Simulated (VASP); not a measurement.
# Al2O3 (Corundum) (R-3c) in VASP: further runs, part 2 of 2

VASP 6.6.1. The steps go on from the part before.

### 3 Single point, RPBE+D4

This run uses another cell than the first one, of 8.54 Å³/atom, 1.004 times its volume.

Input file INCAR:

```
SYSTEM = Al2O3
PREC     = Accurate       ! precision mode
ENCUT    = 520            ! plane-wave cutoff, eV
EDIFF    = 1E-7           ! SCF threshold, eV
ISMEAR   = -1             ! smearing method
SIGMA    = 0.05           ! smearing width, eV
LREAL    = .False.        ! projectors in reciprocal space
LASPH    = .True.         ! aspherical terms in the spheres
NELM     = 100            ! most SCF steps
ALGO     = Normal         ! electronic algorithm
ISIF     = 2              ! what is computed and relaxed
LWAVE    = .False.        ! write WAVECAR
LCHARG   = .True.         ! write CHGCAR
GGA      = RP             ! functional
IVDW     = 13             ! dispersion correction
LELF     = .True.         ! ELF
LVHAR    = .True.       
NBANDS   = 35             ! bands
```

Input file KPOINTS:

```
regular mesh
0
Gamma
  7 7 7
  0 0 0
```

Input file POSCAR:

```
Al2O3
1.0
    2.3851300192      1.3770554586      4.3323695324
   -2.3851300192      1.3770554586      4.3323695324
    0.0000000000     -2.7541109173      4.3323695324
Al O
4 6
Direct
    0.8522870579      0.8522870579      0.8522870579
    0.6477129421      0.6477129421      0.6477129421
    0.1477129421      0.1477129421      0.1477129421
    0.3522870579      0.3522870579      0.3522870579
    0.0569304773      0.7500000000      0.4430695227
    0.7500000000      0.4430695227      0.0569304773
    0.4430695227      0.0569304773      0.7500000000
    0.9430695227      0.2500000000      0.5569304773
    0.2500000000      0.5569304773      0.9430695227
    0.5569304773      0.9430695227      0.2500000000
```

Potentials or basis: VASP PAW PBE potentials, release 64 (Al, O).

On the command line:

```sh
> cat potpaw_PBE.64/Al/POTCAR potpaw_PBE.64/O/POTCAR > POTCAR
> mpirun -np 1 vasp_std > vasp.out
```

It took 2.7 min on 1 thread of Intel Xeon Platinum 8259CL at 2.50GHz (Skylake/Cascade Lake), shared host; peak memory 0.28 GiB.

It converged, with:

```yaml
Free_energy: -76.7453 eV
Pressure: -0.6 GPa
Largest_force: 0.008 eV/Å
Band_gap_on_the_k_mesh: 6.24 eV, direct
Dispersion_energy_per_atom: -0.588 eV
```

Forces on the atoms (eV/Å):
```
Al   0.000  0.000  0.008
Al   0.000  0.000 -0.008
Al   0.000  0.000 -0.008
Al   0.000  0.000  0.008
O    0.002  0.004  0.000
O    0.002 -0.004  0.000
O   -0.005  0.000  0.000
O   -0.002 -0.004  0.000
O   -0.002  0.004  0.000
O    0.005  0.000  0.000
```

Levels at points of the mesh, in eV from the valence-band top:
```tsv
k point	band 21	band 22	band 23	band 24	band 25	band 26	band 27	band 28
(0.00, 0.00, 0.00)	-0.51	-0.07	-0.07	0.00	6.24	9.19	10.81	11.57
```

Caveat: the PAW data sets were made with another functional, which shifts forces and pressure a little.

### 4 Single point, BLYP+D3(BJ)

This run uses another cell than the first one, of 8.55 Å³/atom, 1.006 times its volume.

Input file INCAR:

```
PREC     = Accurate       # precision mode
ENCUT    = 520            # plane-wave cutoff, eV
EDIFF    = 1E-7           # SCF threshold, eV
ISMEAR   = -1             # smearing method
SIGMA    = 0.05           # smearing width, eV
LREAL    = False          # projectors in reciprocal space
LASPH    = True           # aspherical terms in the spheres
NELM     = 80             # most SCF steps
ALGO     = Normal         # electronic algorithm
ISIF     = 2              # what is computed and relaxed
LWAVE    = False          # write WAVECAR
LCHARG   = False          # write CHGCAR
GGA      = B5             # functional
ALDAX    = 1.0          
AGGAX    = 1.0          
AGGAC    = 1.0          
ALDAC    = 0.0          
IVDW     = 12             # dispersion correction
VDW_S6   = 1.0          
VDW_S8   = 2.6996       
VDW_A1   = 0.4298       
VDW_A2   = 4.2359       
NBANDS   = 35             # bands
```

Input file KPOINTS:

```
regular mesh
0
Gamma
  7 7 7
```

Input file POSCAR:

```
Al2O3
1.0
    2.3854541975      1.3772426231      4.3399109942
   -2.3854541975      1.3772426231      4.3399109942
    0.0000000000     -2.7544852462      4.3399109942
Al O
4 6
Direct
    0.8523408850      0.8523408850      0.8523408850
    0.6476591150      0.6476591150      0.6476591150
    0.1476591150      0.1476591150      0.1476591150
    0.3523408850      0.3523408850      0.3523408850
    0.0569323606      0.7500000000      0.4430676394
    0.7500000000      0.4430676394      0.0569323606
    0.4430676394      0.0569323606      0.7500000000
    0.9430676394      0.2500000000      0.5569323606
    0.2500000000      0.5569323606      0.9430676394
    0.5569323606      0.9430676394      0.2500000000
```

Potentials or basis: VASP PAW PBE potentials, release 64 (Al, O).

On the command line:

```sh
> cat potpaw_PBE.64/Al/POTCAR potpaw_PBE.64/O/POTCAR > POTCAR
> mpirun -np 1 vasp_std > vasp.out
```

OUTCAR:

```text
PREC = Accurate
   ENCUT = 520
   EDIFF = 1E-7
   ISMEAR = -1
   LREAL = False
   LASPH = True
   NELM = 80
   ISIF = 2
   GGA = B5
   IVDW = 12
 IVDW          = 12

 ion  position               nearest neighbor table
   1  0.852  0.852  0.852-   9 1.86  10 1.86   8 1.86   7 1.98   5 1.98   6 1.98   2 2.66   3 2.80
                             3 2.80   3 2.80   2 3.22   2 3.22   2 3.22
   2  0.648  0.648  0.648-   8 1.86  10 1.86   9 1.86   7 1.98   5 1.98   6 1.98   1 2.66   4 2.80
                             4 2.80   4 2.80   1 3.22   1 3.22   1 3.22
[... 1146 lines left out ...]
  external pressure =        5.55 kB  Pullay stress =        0.00 kB

 VOLUME and BASIS-vectors are now :
 -----------------------------------------------------------------------------
  energy-cutoff  :      520.00
  volume of cell :       85.55
      direct lattice vectors                 reciprocal lattice vectors
     2.385454198  1.377242623  4.339910994     0.209603689  0.121014746  0.076806491
    -2.385454198  1.377242623  4.339910994    -0.209603689  0.121014746  0.076806491
     0.000000000 -2.754485246  4.339910994     0.000000000 -0.242029493  0.076806491

 POSITION                                       TOTAL-FORCE (eV/Angst)
 -----------------------------------------------------------------------------------
      0.00000      0.00000     11.09725        -0.000000     -0.000000     -0.014888
      0.00000      0.00000      8.43235        -0.000000     -0.000000      0.014888
      0.00000      0.00000      1.92248        -0.000000     -0.000000      0.014888
      0.00000      0.00000      4.58738        -0.000000     -0.000000     -0.014888
     -1.65328     -0.10908      5.42489        -0.007828     -0.013558      0.000000
      0.73217      1.48632      5.42489        -0.007828      0.013558      0.000000
      0.92111     -1.37724      5.42489         0.015655      0.000000      0.000000
      1.65328      0.10908      7.59484         0.007828      0.013558      0.000000
     -0.73217     -1.48632      7.59484         0.007828     -0.013558      0.000000
     -0.92111      1.37724      7.59484        -0.015655      0.000000      0.000000
 -----------------------------------------------------------------------------------
    total drift:                                0.000000     -0.000000      0.000000

  FREE ENERGIE OF THE ION-ELECTRON SYSTEM (eV)
  ---------------------------------------------------
  free  energy   TOTEN  =       -76.2433299606 eV

  energy  without entropy=      -76.2433299605  energy(sigma->0) =      -76.24332996
```

stdout:

```text
POSCAR found type information on POSCAR AlO
 POSCAR found :  2 types and      10 ions
 scaLAPACK will be used
 -----------------------------------------------------------------------------
|                                                                             |
|                                                                             |
|     You enforced a specific xc type in the INCAR file but a different       |
|     I HOPE YOU KNOW WHAT YOU ARE DOING!                                     |
|                                                                             |
 -----------------------------------------------------------------------------

 LDA part: xc-table for (Slater(with rela. corr.)+VWN5), standard interpolation
 POSCAR, INCAR and KPOINTS ok, starting setup
 FFT: planning ... GRIDC
 FFT: planning ... GRID_SOFT
 FFT: planning ... GRID
 WAVECAR not read
 entering main loop
```

Run time: 3.1 min. Hardware: 1 thread of Intel Xeon Platinum 8259CL at 2.50GHz (Skylake/Cascade Lake), shared host; peak memory 0.28 GiB.

What came out:

| Property | Result |
| --- | --- |
| Free energy | -76.2433 eV |
| Pressure | 0.6 GPa |
| Largest force | 0.016 eV/Å |
| Band gap on the k mesh | 6.39 eV, direct |
| Dispersion energy per atom | -0.504 eV |

Forces on the atoms (eV/Å):
```
Al   0.000  0.000 -0.015
Al   0.000  0.000  0.015
Al   0.000  0.000  0.015
Al   0.000  0.000 -0.015
O   -0.008 -0.014  0.000
O   -0.008  0.014  0.000
O    0.016  0.000  0.000
O    0.008  0.014  0.000
O    0.008 -0.014  0.000
O   -0.016  0.000  0.000
```

Caveat: the PAW data sets were made with another functional, which shifts forces and pressure a little.

### 5 The runs side by side

```tsv
level	cell	smearing	gap on the mesh (eV)	pressure (GPa)	largest force (eV/Å)
PBE	a = 5.130 Å, angles 55.3°, 10 atoms	gaussian 0.012 eV	6.22	7.2	0.03
RPBE+D4	a = 5.134 Å, angles 55.4°, 10 atoms	fermi-dirac 0.05 eV	6.24	-0.6	0.01
BLYP+D3(BJ)	a = 5.140 Å, angles 55.3°, 10 atoms	fermi-dirac 0.05 eV	6.39	0.6	0.02
```

Alike in all rows: task single point; potentials or basis VASP PAW PBE potentials, release 64 (Al, O); no spin polarisation; k mesh 7 × 7 × 7; cutoff (eV) 520.

Caveats: the PAW data sets were made with another functional, which shifts forces and pressure a little (some runs).

Absolute energies hang on the potentials; compare differences alone.

### 6 How close it comes

Step 3. Against the measured gap of Al2O3, 8.7 eV (optical; quoted in “Multi-petahertz electron interference in Cr:Al2O3 solid-state material”, 2018, pmc:5906618), the calculated 6.24 eV is off by -2.46 eV. The value is that of RPBE+D4 on a finite k mesh, which can miss the band edges, without temperature or zero-point motion. Semilocal functionals fall short of measured gaps as a rule.

Step 4. Measured gap of Al2O3: 8.7 eV (optical; quoted in “Multi-petahertz electron interference in Cr:Al2O3 solid-state material”, 2018, pmc:5906618). This calculation gives 6.39 eV (-2.31 eV). The value is that of BLYP+D3(BJ) on a finite k mesh, which can miss the band edges, without temperature or zero-point motion. Semilocal functionals fall short of measured gaps as a rule.
